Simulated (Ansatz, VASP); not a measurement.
## B: VASP beside Ansatz

The input INCAR:

```
SYSTEM = B
ALGO = Normal ; EDIFF = 1E-6
EDIFFG = -0.04 ; ENCUT = 600
GGA = PE ; IBRION = 2
ISIF = 3 ; ISMEAR = 0
LASPH = .True. ; LCHARG = .False.
LREAL = .False. ; LWAVE = .False.
NELM = 100 ; NSW = 90
PREC = Accurate ; SIGMA = 0.1
```

Contents of KPOINTS:

```
k-points
0
Gamma
  10 10 6
  0 0 0
```

File POSCAR:

```
B
1.0
    0.9066109793     -1.6926496544      0.0000000000
    0.9066109793      1.6926496544      0.0000000000
    0.0000000000      0.0000000000      2.6433158987
B
1
Direct
    0.0000000000      0.0000000000      0.0000000000
```

Input for Ansatz:

```yaml
crystal:
  lattice:
    - [0.9066109793, -1.6926496544, 0.0]
    - [0.9066109793, 1.6926496544, 0.0]
    - [0.0, 0.0, 2.6433158987]
  atoms:
    - { symbol: B, position: [0.0, 0.0, 0.0] }
basis:
  ecutwfc: 420
kpoints:
  mp_grid: { grid: [10, 10, 6] }
hamiltonian:
  xc: pbe
scf:
  occupations: { method: gaussian, width: 0.1 }
  lower_state_search: "off"
output:
  forces: true
  stress: true
  eigenvalues: true
relax:
  adjacent_minimum: "off"
  f_tol: 0.04
  max_steps: 70
  cell: { stress_tol: 0.4 }
```

Alike in both runs: task relaxation of cell and atoms; functional PBE; k mesh 10 × 10 × 6; occupations gaussian, width 0.1 eV; no spin polarisation.

|  | VASP | Ansatz |
| --- | --- | --- |
| version | VASP 6.6.1 | Ansatz 0.2.0 |
| potentials or method | VASP PAW PBE potentials, release 64 (B), cutoff 600 eV | scalar-relativistic, plane waves, PAW |
| valence electrons in the cell | 3 | 3 |

VASP gave:

```
gap on the k mesh at the Fermi level, each at its own relaxed structure (eV) : none
relaxed volume (Å³/atom)                                                     : 8.87
relaxed length of the cell vector where the two differ most in proportion (Å)              : 1.724
```

Q: Which values does Ansatz return?

A: gap on the k mesh at the Fermi level, each at its own relaxed structure (eV): none; relaxed volume (Å³/atom): 9.66; relaxed length of the cell vector where the two differ most in proportion (Å): 1.845.

A gap of «none» marks a metal or a gap that the smearing closes. One of these differences is far larger than is usual between the two programs; its cause wasn't traced.

The k mesh is coarse, so the values compare programs but aren't converged.
